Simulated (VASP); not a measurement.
PtS2:

```
Pt S
1.0
     3.56897    0.00000    0.00000
    -1.78448    3.09082    0.00000
     0.00000    0.00000    5.14640
Pt S
1 2
Direct
  0.00000 0.00000 0.00000
  0.33333 0.66667 0.23676
  0.66667 0.33333 0.76324
```

This cell differs from its parent crystal: strain +0.5%.

Base run:

* Program: VASP 6.6.1
* Functional: r2SCAN
* Potentials or basis: VASP PAW PBE potentials, release 64 (Pt, S)
* Cutoff: 520 eV
* k mesh: 12 × 12 × 6
* Occupations: gaussian, width 0.01 eV
* Spin: no spin polarisation

Its results: band gap on the k mesh 0.88 eV, indirect (least direct gap 1.16 eV); pressure 0.2 GPa; largest force 0.048 eV/Å.

**Question.** The run is repeated on the same cell with these changes: functional from r2SCAN to PBE; occupations from gaussian, width 0.01 eV to fermi-dirac, width 0.02 eV. What comes out?

**Answer.** Band gap on the k mesh 0.72 eV, indirect (least direct gap 0.99 eV); pressure 2.2 GPa; largest force 0.017 eV/Å.

Caveats: spin-orbit coupling is left out, which moves the levels of the heavy elements; the PAW data sets were made with another functional, which shifts forces and pressure a little (some runs).

A k mesh can miss the band edges.
